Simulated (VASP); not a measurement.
# Rh (Cmcm) in VASP: notebook

Rh is run at these levels: PBE; tasks: single point.

All numbers are computed with VASP 6.6.1; they aren't measurements. Logs are shortened: lines on timing, memory, paths and dates and some standing lists are left out, and cuts for length are marked.

**1. The cell of the first run**

Symmetry: Cmcm, No. 63, orthorhombic system. Conventional cell: a = 3.830 Å, b = 3.830 Å, c = 3.830 Å, α = 90.00°, β = 90.00°, γ = 90.00°. Within 3.2 Å of Rh (site symmetry m2m) lie 12 Rh at 2.32 to 3.16 Å.

**2. Single point, PBE (atoms displaced along a vibrational mode)**

The input, INCAR:

```
SYSTEM = Rh
ALGO = Fast
EDIFF = 1E-7
ENCUT = 520
GGA = PE
ISIF = 2
ISMEAR = 0
LASPH = .True.
LCHARG = .False.
LREAL = .False.
LWAVE = .False.
NBANDS = 22
NELM = 80
PREC = Accurate
SIGMA = 0.15
```

The input, KPOINTS:

```
k-points
0
Gamma
  22 22 16
  0 0 0
```

The input, POSCAR:

```
Rh
1.0
    0.0000000000     -1.9149654119     -1.9149654119
    0.0000000000      1.9149654119     -1.9149654119
    3.8299308238      0.0000000000      0.0000000000
Rh
2
Direct
    0.5783303965      0.4216696035      0.5000000000
   -0.0783303965      0.0783303965      0.0000000000
```

Potentials or basis: VASP PAW PBE potentials, release 64 (Rh_pv).

Run with:

```bash
> cat potpaw_PBE.64/Rh_pv/POTCAR > POTCAR
> mpirun -np 1 vasp_std > vasp.out
```

OUTCAR:

```text
SYSTEM = Rh
   EDIFF = 1E-7
   ENCUT = 520
   GGA = PE
   ISIF = 2
   ISMEAR = 0
   LASPH = .True.
   LREAL = .False.
   NELM = 80
   PREC = Accurate

 ion  position               nearest neighbor table
   1  0.578  0.422  0.500-   2 2.32   2 2.32   2 2.77   2 2.77   2 2.77   2 2.77   2 3.16   2 3.16

   2  0.922  0.078  0.000-   1 2.32   1 2.32   1 2.77   1 2.77   1 2.77   1 2.77   1 3.16   1 3.16

  LATTYP: Found a simple tetragonal cell.
 ALAT       =     2.7081700570
 C/A-ratio  =     1.4142135624

  Lattice vectors:

 A1 = (   0.0000000000,  -1.9149654119,  -1.9149654119)
 A2 = (   0.0000000000,   1.9149654119,  -1.9149654119)
 A3 = (   3.8299308238,   0.0000000000,   0.0000000000)

Analysis of symmetry for initial positions (statically):
=====================================================================
 Subroutine PRICEL returns:
 Original cell was already a primitive cell.

 Routine SETGRP: Setting up the symmetry group for a
 simple tetragonal supercell.

 Subroutine GETGRP returns: Found  8 space group operations
 (whereof  4 operations were pure point group operations)
 out of a pool of 16 trial point group operations.

The static configuration has the point symmetry C_2v.
 The point group associated with its full space group is D_2h.

Analysis of symmetry for dynamics (positions and initial velocities):
=====================================================================
 Subroutine PRICEL returns:
 Original cell was already a primitive cell.

 Routine SETGRP: Setting up the symmetry group for a
 simple tetragonal supercell.

 Subroutine GETGRP returns: Found  8 space group operations
 (whereof  4 operations were pure point group operations)
 out of a pool of 16 trial point group operations.

The dynamic configuration has the point symmetry C_2v.
 The point group associated with its full space group is D_2h.

 Subroutine INISYM returns: Found  8 space group operations
 (whereof  4 operations are pure point group operations),
 and found     1 'primitive' translations

----------------------------------------------------------------------------------------

                                     Primitive cell

  volume of cell :      28.0894

  direct lattice vectors                    reciprocal lattice vectors
     0.000000000 -1.914965412 -1.914965412     0.000000000 -0.261101322 -0.261101322
     0.000000000  1.914965412 -1.914965412     0.000000000  0.261101322 -0.261101322
     3.829930824  0.000000000  0.000000000     0.261101322  0.000000000  0.000000000

  length of vectors
     2.708170057  2.708170057  3.829930824     0.369253030  0.369253030  0.261101322

  position of ions in fractional coordinates (direct lattice)
     0.578330397  0.421669603  0.500000000
     0.921669603  0.078330397  0.000000000

  ion indices of the primitive-cell ions
   primitive index   ion index
                 1           1
                 2           2

----------------------------------------------------------------------------------------

 KPOINTS: k-points

Automatic generation of k-mesh.
 Grid dimensions read from file:
 generate k-points for:   22   22   16

 Generating k-lattice:

  Cartesian coordinates                     Fractional coordinates (reciprocal lattice)
     0.000000000 -0.011868242 -0.011868242     0.045454545  0.000000000  0.000000000
     0.000000000  0.011868242 -0.011868242     0.000000000  0.045454545  0.000000000
     0.016318833  0.000000000  0.000000000     0.000000000  0.000000000  0.062500000

  Length of vectors
     0.016784229  0.016784229  0.016318833

  Shift w.r.t. Gamma in fractional coordinates (k-lattice)
     0.000000000  0.000000000  0.000000000

 Subroutine IBZKPT returns following result:
 ===========================================

 Found   1197 irreducible k-points:

 Following reciprocal coordinates:
            Coordinates               Weight
  0.000000  0.000000  0.000000      1.000000
  0.045455  0.000000  0.000000      4.000000
  0.090909  0.000000  0.000000      4.000000
  0.136364  0.000000  0.000000      4.000000
  0.181818  0.000000  0.000000      4.000000
  0.227273  0.000000  0.000000      4.000000
[... 16 lines left out ...]
  0.272727  0.045455  0.000000      4.000000
 -0.045455  0.272727  0.000000      4.000000
 [... further k-points ...]
   k-points           NKPTS =   1197   k-points in BZ     NKDIM =   1197   number of bands    NBANDS=     22
   number of dos      NEDOS =    301   number of ions     NIONS =      2
   total plane-waves  NPLWV =  11200
   dimension x,y,z NGX =    20 NGY =   20 NGZ =   28
   dimension x,y,z NGXF=    40 NGYF=   40 NGZF=   56
   ions per type =               2
   NGX,Y,Z   is equivalent  to a cutoff of  12.28, 12.28, 12.15 a.u.
   NGXF,Y,Z  is equivalent  to a cutoff of  24.55, 24.55, 24.31 a.u.
 SYSTEM =  Rh
   PREC   = accura    normal or accurate (medium, high low for compatibility)
   ISTART =      0    job   : 0-new  1-cont  2-samecut
   ICHARG =      2    charge: 1-file 2-atom 10-const
   ISPIN  =      1    spin polarized calculation?
   LNONCOLLINEAR =      F non collinear calculations
   LSORBIT =      F    spin-orbit coupling
   LASPH  =      T    aspherical Exc in radial PAW
   ENCUT  =  520.0 eV  38.22 Ry    6.18 a.u.   5.04  5.04  7.12*2*pi/ulx,y,z
   NELM   =     80;   NELMIN=  2; NELMDL= -5     # of ELM steps
   EDIFF  = 0.1E-06   stopping-criterion for ELM
   LREAL  =      F    real-space projection
   EDIFFG = 0.1E-05   stopping-criterion for IOM
   NSW    =      0    number of steps for IOM
   IBRION =     -1    ionic relax: 0-MD 1-quasi-New 2-CG
   NFREE  =      0    steps in history (QN), initial steepest desc. (CG)
   ISIF   =      2    stress and relaxation
   ISYM   =      2    0-nonsym 1-usesym 2-fastsym
   POTIM  = 0.5000    time-step for ionic-motion
   TEBEG  =    0.0;   TEEND  =   0.0 temperature during run
   PSTRESS=    0.0 pullay stress
   NELECT =      30.0000    total number of electrons
   NUPDOWN=      -1.0000    fix difference up-down
   EMIN   =  10.00;   EMAX   =-10.00  energy-range for DOS
   EFERMI =   0.00;   METHOD = LEGACY
   ISMEAR =     0;   SIGMA  =   0.15  broadening in eV -4-tet -1-fermi 0-gaus
   EFERMI_NEDOS =   21; number of points for ismear=-14 and -15
   IALGO  =     68    algorithm
   IMIX   =      4    mixing-type and parameters
     AMIX     =   0.40;   BMIX     =  1.00
     AMIX_MAG =   1.60;   BMIX_MAG =  1.00
  volume/ion in A,a.u.               =      14.04        94.78
  Fermi-wavevector in a.u.,A,eV,Ry     =   1.673405  3.162276 38.100167  2.800283
  Thomas-Fermi vector in A             =   2.758382
   LORBIT       =      0    0 simple, 1 ext, 2 COOP (PROOUT), +10 PAW based schemes
   GGA     = PE    functional components
   LHFCALC =     F    Hartree Fock is set to
   AEXX    =    0.0000 exact exchange contribution
   IVDW    =     0    specifies the selected vdW correction
   LEPSILON=     F    determine dielectric tensor
   LRPA    =     F    only Hartree local field effects (RPA)
 non-spin polarized calculation
 RMM-DIIS sequential band-by-band and
 Gauss-broadening in eV      SIGMA  =   0.15
  energy-cutoff  :      520.00
  volume of cell :       28.09
 maximum number of plane-waves:       776
   NGX = 11   NGY = 11   NGZ = 15

 number of electron      30.0000020 magnetization

 Free energy of the ion-electron system (eV)
  ---------------------------------------------------
  ext. energy  EPLUGINS =         0.00000000
  ---------------------------------------------------
  free energy    TOTEN  =       -13.38992649 eV

  energy without entropy =      -13.34829027  energy(sigma->0) =      -13.36910838

 E-fermi :  11.6804     XC(G=0): -13.8185

 val. band max:       11.6781348464   @ k =   0.4091   0.0455   0.1875
 cond. band min:      11.6810458883   @ k =  -0.0909   0.3182   0.1250
 fundamental gap:      0.0029110419
 Fermi energy:        11.6803646520

 k-point     1 :       0.0000    0.0000    0.0000
  band No.  band energies     occupation
      1     -35.9859      2.00000
      2     -35.0920      2.00000
      3     -34.7843      2.00000
      4     -34.7613      2.00000
      5     -34.7244      2.00000
      6     -34.7082      2.00000
[... 14 lines left out ...]
     21      26.7432      0.00000
     22      30.2780      0.00000

 k-point     2 :       0.0455    0.0000    0.0000
  band No.  band energies     occupation
      1     -35.9828      2.00000
      2     -35.0950      2.00000
      3     -34.7907      2.00000
      4     -34.7632      2.00000
      5     -34.7262      2.00000
      6     -34.7108      2.00000
[... 14 lines left out ...]
     21      26.7211      0.00000
     22      30.2935      0.00000

 k-point     3 :       0.0909    0.0000    0.0000
  band No.  band energies     occupation
      1     -35.9738      2.00000
      2     -35.1043      2.00000
      3     -34.8099      2.00000
      4     -34.7687      2.00000
      5     -34.7365      2.00000
      6     -34.7123      2.00000
[... 14 lines left out ...]
     21      26.9242      0.00000
     22      30.3766      0.00000

 k-point     4 :       0.1364    0.0000    0.0000
  band No.  band energies     occupation
      1     -35.9594      2.00000
      2     -35.1202      2.00000
      3     -34.8427      2.00000
      4     -34.7775      2.00000
      5     -34.7529      2.00000
      6     -34.7107      2.00000
[... 14 lines left out ...]
     21      27.2416      0.00000
     22      30.5118      0.00000

 k-point     5 :       0.1818    0.0000    0.0000
  band No.  band energies     occupation
      1     -35.9404      2.00000
      2     -35.1425      2.00000
      3     -34.8888      2.00000
      4     -34.7893      2.00000
      5     -34.7678      2.00000
      6     -34.7086      2.00000
[... 417 lines left out ...]
 k-point    22 :      -0.0455    0.2273    0.0000
  band No.  band energies     occupation
      1     -35.9148      2.00000
      2     -35.1662      2.00000
      3     -34.9547      2.00000
      4     -34.8055      2.00000
      5     -34.7848      2.00000
      6     -34.7076      2.00000
[... 14 lines left out ...]
     21      27.8044      0.00000
     22      29.5518      0.00000

 k-point    23 :       0.2727    0.0455    0.0000
  band No.  band energies     occupation
      1     -35.8925      2.00000
      2     -35.2071      2.00000
      3     -34.9991      2.00000
      4     -34.8191      2.00000
      5     -34.7878      2.00000
      6     -34.7144      2.00000
[... 14 lines left out ...]
     21      27.1469      0.00000
     22      29.8351      0.00000

 k-point    24 :      -0.0455    0.2727    0.0000
  band No.  band energies     occupation
      1     -35.8911      2.00000
      2     -35.1956      2.00000
      3     -35.0140      2.00000
      4     -34.8207      2.00000
      5     -34.7918      2.00000
      6     -34.7070      2.00000
[... 14 lines left out ...]
     21      28.0672      0.00000
     22      29.1760      0.00000

 [... further k-points ...]
[... 5 lines left out ...]
  --------------------------------------------------------------------------------------
  -------------------------------------------------------------------------------------
  Total        7.6128907      4.7425115      0.2184501      0.0000000      0.0000000      0.0000000
  in kB      434.2275597    270.5055484     12.4600558      0.0000000      0.0000000      0.0000000
  external PRESSURE =     239.0643880 kB  Pullay stress =       0.0000000 kB

 VOLUME and BASIS-vectors are now :
 -----------------------------------------------------------------------------
  energy-cutoff  :      520.00
  volume of cell :       28.09
      direct lattice vectors                 reciprocal lattice vectors
     0.000000000 -1.914965412 -1.914965412     0.000000000 -0.261101322 -0.261101322
     0.000000000  1.914965412 -1.914965412     0.000000000  0.261101322 -0.261101322
     3.829930824  0.000000000  0.000000000     0.261101322  0.000000000  0.000000000

 POSITION                                       TOTAL-FORCE (eV/Angst)
 -----------------------------------------------------------------------------------
      1.91497     -0.30000     -1.91497         0.000000      3.699043      0.000000
      0.00000     -1.61497     -1.91497         0.000000     -3.699043      0.000000
 -----------------------------------------------------------------------------------
    total drift:                                0.000000      0.000000      0.000000

  FREE ENERGIE OF THE ION-ELECTRON SYSTEM (eV)
  ---------------------------------------------------
  free  energy   TOTEN  =       -13.3899264926 eV

  energy  without entropy=      -13.3482902691  energy(sigma->0) =      -13.36910838
```

Run time: 12 min. Hardware: 1 thread of Oxide Virtual Turin-like, shared host; peak memory 0.58 GiB.

What came out:

| Property | Result |
| --- | --- |
| Free energy | -13.3899 eV |
| Pressure | 23.9 GPa |
| Largest force | 3.699 eV/Å |
| Band gap on the k mesh | zero (bands 15 and 16 overlap by 1.65 eV) |

Forces in eV/Å, atoms in the order of the input:
```
Rh   0.000  3.699  0.000
Rh   0.000 -3.699  0.000
```

Stress tensor (GPa, compression positive):
```
43.42  0.00  0.00
 0.00 27.05  0.00
 0.00  0.00  1.25
```

Levels at points of the mesh, in eV from the Fermi level:
```csv
k point,band 11,band 12,band 13,band 14,band 15,band 16,band 17,band 18,band 19,band 20
"(0.00, 0.00, 0.00)",-3.59,-2.31,-2.18,-0.89,-0.28,0.04,0.76,3.21,11.66,14.83
"(0.50, 0.00, 0.00)",-3.69,-3.35,-1.46,-1.33,-0.84,0.02,1.75,3.94,10.62,11.71
"(0.50, 0.50, 0.00)",-1.28,-0.55,0.34,0.55,0.87,1.21,3.16,5.71,9.21,11.85
"(0.00, 0.00, 0.50)",-3.35,-3.35,-0.84,-0.84,-0.58,-0.58,0.37,0.37,15.11,15.11
"(0.50, 0.00, 0.50)",-2.42,-2.42,-0.49,-0.49,0.02,0.02,1.91,1.91,7.70,7.70
"(0.50, 0.50, 0.50)",-3.91,-3.91,-0.06,-0.06,0.89,0.89,6.78,6.78,9.45,9.45
```

Caveat: the cell differs from its parent crystal (atoms displaced along a vibrational mode); the stress differs along the axes, from 1 to 43 GPa; forces of over 1 eV/Å act on the atoms, so gaps and moduli don't describe the material at rest.

**3. Single point, PBE (atoms displaced along a vibrational mode)**

Changes to INCAR since step 2:

```diff
@@ -2,3 +2,3 @@
 ALGO = Fast
-EDIFF = 1E-7
+EDIFF = 1E-6
 ENCUT = 520
```

KPOINTS is that of step 2.

The input, POSCAR:

```
Rh
1.0
    0.0000000000     -1.9149654119     -1.9149654119
    0.0000000000      1.9149654119     -1.9149654119
    3.8299308238      0.0000000000      0.0000000000
Rh
2
Direct
    0.4412522026      0.5587477974      0.5000000000
    0.0587477974     -0.0587477974      0.0000000000
```

Potentials or basis: VASP PAW PBE potentials, release 64 (Rh_pv).

Run with:

```bash
> cat potpaw_PBE.64/Rh_pv/POTCAR > POTCAR
> mpirun -np 1 vasp_std > vasp.out
```

It took 11 min on 1 thread of Oxide Virtual Turin-like, shared host; peak memory 0.57 GiB.

The run converged. Its results:

| Quantity | Value |
| --- | --- |
| Free energy | -13.8888 eV |
| Pressure | 13.6 GPa |
| Largest force | 2.915 eV/Å |
| Band gap on the k mesh | zero (bands 15 and 16 overlap by 1.82 eV) |

Forces on the atoms (eV/Å):
```
Rh   0.000 -2.915  0.000
Rh   0.000  2.915  0.000
```

Stress tensor (GPa, compression positive):
```
24.69  0.00  0.00
 0.00 18.31  0.00
 0.00  0.00 -2.12
```

Levels at points of the mesh, in eV from the Fermi level:
```tsv
k point	band 13	band 14	band 15	band 16	band 17	band 18
(0.00, 0.00, 0.00)	-1.75	-0.54	-0.17	0.16	0.91	3.20
(0.50, 0.00, 0.00)	-1.62	-1.56	-1.10	-0.03	2.01	3.76
(0.50, 0.50, 0.00)	0.36	0.66	0.86	1.10	3.17	4.83
(0.00, 0.00, 0.50)	-1.05	-1.05	-0.87	-0.87	0.17	0.17
(0.50, 0.00, 0.50)	-0.17	-0.17	0.08	0.08	1.52	1.52
(0.50, 0.50, 0.50)	-0.57	-0.57	0.89	0.89	7.46	7.46
```

Caveat: the cell differs from its parent crystal (atoms displaced along a vibrational mode); the stress differs along the axes, from -2 to 25 GPa; forces of over 1 eV/Å act on the atoms, so gaps and moduli don't describe the material at rest.
